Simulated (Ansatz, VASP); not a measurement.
## Two plane-wave programs on Sn2PbS3

```
Sn Pb S
1.0
     3.61488   -6.25371    0.00000
     3.61488    6.25371    0.00000
    -2.37739    0.00000    3.47150
Sn Pb S
2 1 3
Direct
  0.99652 0.32755 0.97043
  0.32755 0.99652 0.97043
  0.65470 0.65470 0.95332
  0.44923 0.79104 0.39505
  0.14777 0.14777 0.41613
  0.79104 0.44923 0.39505
```

Alike in both runs: task single point; functional PBE; k mesh 4 × 4 × 6; occupations gaussian, width 0.1 eV; no spin polarisation.

|  | VASP | Ansatz |
| --- | --- | --- |
| version | VASP 6.6.1 | Ansatz 0.2.0 |
| potentials or method | VASP PAW PBE potentials, release 64 (Sn_d, Pb_d, S), cutoff 520 eV | scalar-relativistic, plane waves, PAW |
| valence electrons in the cell | 60 | 60 |

```csv
,VASP,Ansatz,Ansatz less VASP
gap on the k mesh at the Fermi level (eV),0.05,0.05,0.000
least direct gap on the mesh (eV),0.05,0.05,0.000
pressure (GPa),-0.1,-0.1,+0.05
rms of the force components (eV/Å),0.005,0.005,-0.0002
```

Atom by atom the forces differ by 0.003 eV/Å (rms over components).

Neither program's run includes spin-orbit coupling.
